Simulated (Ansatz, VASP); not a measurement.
## Two plane-wave programs on Ti3Al5

The input INCAR:

```
SYSTEM = Ti3Al5
PREC = Accurate
ENCUT = 520
EDIFF = 1E-6
ISMEAR = 0
SIGMA = 0.15
LREAL = .False.
LASPH = .True.
NELM = 80
ALGO = Fast
ISIF = 2
LWAVE = .False.
LCHARG = .False.
GGA = PS
NBANDS = 36
```

Contents of KPOINTS:

```
Automatic mesh
0
Gamma
  10 10 6
  0 0 0
```

File POSCAR:

```
Ti3Al5
1.0
    3.6891303640      0.0000000000      0.0000000000
    0.0000000000      3.6891303640      0.0000000000
    0.0000000000      0.0000000000      7.8820407068
Ti Al
3 5
Direct
    0.0000000000      0.0000000000      0.5000000000
    0.5000000000      0.5000000000      0.0000000000
    0.5000000000      0.5000000000      0.5000000000
    0.0000000000      0.5000000000      0.2523516174
    0.0000000000      0.5000000000      0.7476483826
    0.5000000000      0.0000000000      0.2523516174
    0.5000000000      0.0000000000      0.7476483826
    0.0000000000      0.0000000000      0.0000000000
```

Input for Ansatz:

```yaml
crystal:
  lattice:
    - [3.689130364, 0.0, 0.0]
    - [0.0, 3.689130364, 0.0]
    - [0.0, 0.0, 7.8820407068]
  atoms:
    - { symbol: Ti, position: [0.0, 0.0, 0.5] }
    - { symbol: Ti, position: [0.5, 0.5, 0.0] }
    - { symbol: Ti, position: [0.5, 0.5, 0.5] }
    - { symbol: Al, position: [0.0, 0.5, 0.2523516174] }
    - { symbol: Al, position: [0.0, 0.5, 0.7476483826] }
    - { symbol: Al, position: [0.5, 0.0, 0.2523516174] }
    - { symbol: Al, position: [0.5, 0.0, 0.7476483826] }
    - { symbol: Al, position: [0.0, 0.0, 0.0] }
basis:
  ecutwfc: 420
kpoints:
  mp_grid: { grid: [10, 10, 6] }
hamiltonian:
  xc: pbesol
scf:
  occupations: { method: gaussian, width: 0.15 }
output:
  forces: true
  stress: true
  eigenvalues: true
  write_density: true
  write_potential: true
  elf: true
  volumetric_format: npy
```

Change from the starting cell: strain -0.050 along x and y, -0.050 along z, atoms carried along.

Alike in both runs: task single point; functional PBEsol; k mesh 10 × 10 × 6; occupations gaussian, width 0.15 eV; no spin polarisation.

|  | VASP | Ansatz |
| --- | --- | --- |
| version | VASP 6.6.1 | Ansatz 0.2.0 |
| potentials or method | VASP PAW PBE potentials, release 64 (Ti_sv, Al), cutoff 520 eV | scalar-relativistic, plane waves, PAW |
| valence electrons in the cell | 51 | 51 |

```tsv
	VASP	Ansatz	Ansatz less VASP
gap on the k mesh at the Fermi level (eV)	none	none	-
pressure (GPa)	24.2	24.1	-0.07
traceless stress, the component that is largest in VASP (GPa)	-0.25	-0.24	+0.007
rms of the force components (eV/Å)	0.094	0.095	+0.0015
```

VASP's potentials were made for PBE, not for PBEsol. Atom by atom the forces differ by 0.001 eV/Å (rms over components). A gap of «none» marks a metal or a gap that the smearing closes. The functional is the same, so the differences come from potentials, cutoffs and numerics.
